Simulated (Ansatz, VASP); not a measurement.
## One calculation of AlSi16, two programs

```xyz
17
Lattice="0.0000 5.4300 5.4300 5.4300 0.0000 5.4300 5.4300 5.4300 0.0000" Properties=species:S:1:pos:R:3 pbc="T T T"
Si    0.0432    0.0424    0.0571
Si    1.4141    1.4134    1.3861
Si    2.7633    2.7625    0.0525
Si    4.1052    4.1047    1.3941
Si    2.7412    0.0355    2.7543
Si    4.0686    1.4402    4.1590
Si    5.4738    2.7694    2.7632
Si    6.8452    4.0980    4.1339
Si    0.0365    2.7402    2.7545
Si    1.4409    4.0678    4.1592
Si    2.7698    5.4730    2.7631
Si    4.0986    6.8443    4.1338
Si    2.7436    2.7426    5.4633
Si    4.0483    4.0472    6.7689
Si    5.4644    5.4637    5.4615
Si    6.8699    6.8693    6.7878
Al    5.4541    5.4531    8.1745
```

Alike in both runs: functional PBE; k mesh 2 × 2 × 2; occupations fermi-dirac, width 0.05 eV; collinear spin.

Ansatz relaxed the structure, and its values are those at the end. VASP's run is a single point on that final structure, the one shown.

|  | VASP | Ansatz |
| --- | --- | --- |
| version | VASP 6.6.1 | Ansatz 0.2.0 |
| potentials or method | VASP PAW PBE potentials, release 64 (Si, Al), cutoff 520 eV | scalar-relativistic, plane waves, PAW |
| valence electrons in the cell | 67 | 67 |

|  | VASP | Ansatz | Ansatz less VASP |
| --- | --- | --- | --- |
| rms of the force components (eV/Å) | 0.028 | 0.028 | +0.0004 |
| net moment per atom (μB) | 0.00 | 0.00 | 0.000 |

With one functional, cell and mesh, what is left measures potentials, basis and numerics. Ansatz's warnings: seeded moment not kept.

The k mesh is coarse, so the values compare programs but aren't converged.
